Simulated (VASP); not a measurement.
W3Au, 4 atoms in the cell. The structure is cubic, space group Pm-3m (No. 221). Conventional cell: a = 4.020 Å, b = 4.020 Å, c = 4.020 Å, α = 90.00°, β = 90.00°, γ = 90.00°. W (site symmetry 4/mmm) has 8 W at 2.84 Å and 4 Au at 2.84 Å within 3.7 Å. Au (site symmetry m-3m) has 12 W at 2.84 Å within 3.7 Å. 

| Item | Value |
| --- | --- |
| Program | VASP 6.6.1 |
| Task | relaxation of cell and atoms |
| Functional | PBE |
| Potentials or basis | VASP PAW PBE potentials, release 64 (W_sv, Au) |
| Cutoff | 600 eV |
| k mesh | 12 × 12 × 12 |
| Occupations | gaussian, width 0.1 eV |
| Spin | no spin polarisation |
| Dipole correction | no |
| Further INCAR settings | ALGO = Fast; EDIFF = 1e-06; IBRION = 2; EDIFFG = -0.01; NSW = 100; ISIF = 3 |

Potentials or basis: VASP PAW PBE potentials, release 64 (W_sv, Au).

Launch:

```sh
$ cat potpaw_PBE.64/W_sv/POTCAR potpaw_PBE.64/Au/POTCAR > POTCAR
$ mpirun -np 1 vasp_std > vasp.out
```

Hardware: 1 thread of Intel Xeon 8259CL (shared host).

**Question.** How long does it take, and how much memory?

**Answer.** It took 8.3 min on 1 thread of Intel Xeon 8259CL, with other jobs on the host, peak memory 0.32 GiB. Counts: scf iterations 32, k points 84, ion steps 3.
